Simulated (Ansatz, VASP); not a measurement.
# Al2Au in VASP and in Ansatz

```
Au Al
1.0
     0.00000    2.97987    2.97987
     2.97987    0.00000    2.97987
     2.97987    2.97987    0.00000
Au Al
1 2
Direct
  0.00000 0.00000 0.00000
  0.75000 0.75000 0.75000
  0.25000 0.25000 0.25000
```

Alike in both runs: task single point; functional r2SCAN; k mesh 8 × 8 × 8; occupations fermi-dirac, width 0.05 eV; no spin polarisation.

```csv
,VASP,Ansatz
version,VASP 6.6.1,Ansatz 0.2.0
potentials or method,"VASP PAW PBE potentials, release 64 (Au, Al)",Ansatz PAW
plane-wave cutoff (eV),520,500
valence electrons in the cell,17,25
```

```tsv
	VASP	Ansatz	Ansatz less VASP
gap on the k mesh at the Fermi level (eV)	none	none	-
pressure (GPa)	2.7	3.0	+0.34
```

VASP's potentials were made for PBE, not for r2SCAN. A gap of «none» marks a metal or a gap that the smearing closes. VASP's potentials hold 17 valence electrons a cell and Ansatz's 25, so a difference there can come from the potentials and not from the codes.

Neither program's run includes spin-orbit coupling.
